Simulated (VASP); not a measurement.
Input of a VASP 6.6.1 run:

POSCAR

```
Ni
1.0
   -1.4944127076      1.4944127076      1.4944127076
    1.4944127076     -1.4944127076      1.4944127076
    1.4944127076      1.4944127076     -1.4944127076
Ni
1
Direct
    0.0000000000      0.0000000000      0.0000000000
```

File INCAR.step1:

```
SYSTEM = Ni
PREC = Accurate ; ENCUT = 520
ISMEAR = 0 ; SIGMA = 0.15
LREAL = .FALSE. ; LASPH = .TRUE.
NELM = 150 ; ISPIN = 2
MAGMOM = 0.78 ; LMAXMIX = 4
NBANDS = 15 ; GGA = PE
ALGO = Normal ; EDIFF = 1E-4
LWAVE = .TRUE. ; LCHARG = .FALSE.
```

The input INCAR.step2:

```
SYSTEM = Ni
PREC = Accurate ; ENCUT = 520
EDIFF = 1E-7 ; ISMEAR = 0
SIGMA = 0.15 ; LREAL = .FALSE.
LASPH = .TRUE. ; NELM = 150
ALGO = Normal ; ISIF = 2
LWAVE = .FALSE. ; LCHARG = .TRUE.
ISPIN = 2 ; MAGMOM = 0.78
LORBIT = 11 ; LMAXMIX = 4
METAGGA = R2SCAN ; LMIXTAU = .TRUE.
LELF = .TRUE. ; LVHAR = .TRUE.
NBANDS = 15 ; ISTART = 1
```

Contents of KPOINTS:

```
regular mesh
0
G
  24 24 24
  0 0 0
```

Potentials or basis: VASP PAW PBE potentials, release 64 (Ni).

Run with:

```bash
$ cat potpaw_PBE.64/Ni/POTCAR > POTCAR
$ cp INCAR.step1 INCAR
$ mpirun -np 1 vasp_std > vasp.out
$ cp INCAR.step2 INCAR
$ mpirun -np 1 vasp_std > vasp.out
```

Q: Predict the site moments.

A: Ni +0.75 μB.

Q: Predict the pressure.

A: -27.7 GPa.

Q: Predict the net moment.

A: 0.70 μB per cell.

Caveat: the cell differs from its parent crystal (strain +0.080 along x and y, +0.080 along z); the cell stands under tension; the PAW data sets were made with another functional, which shifts forces and pressure a little.
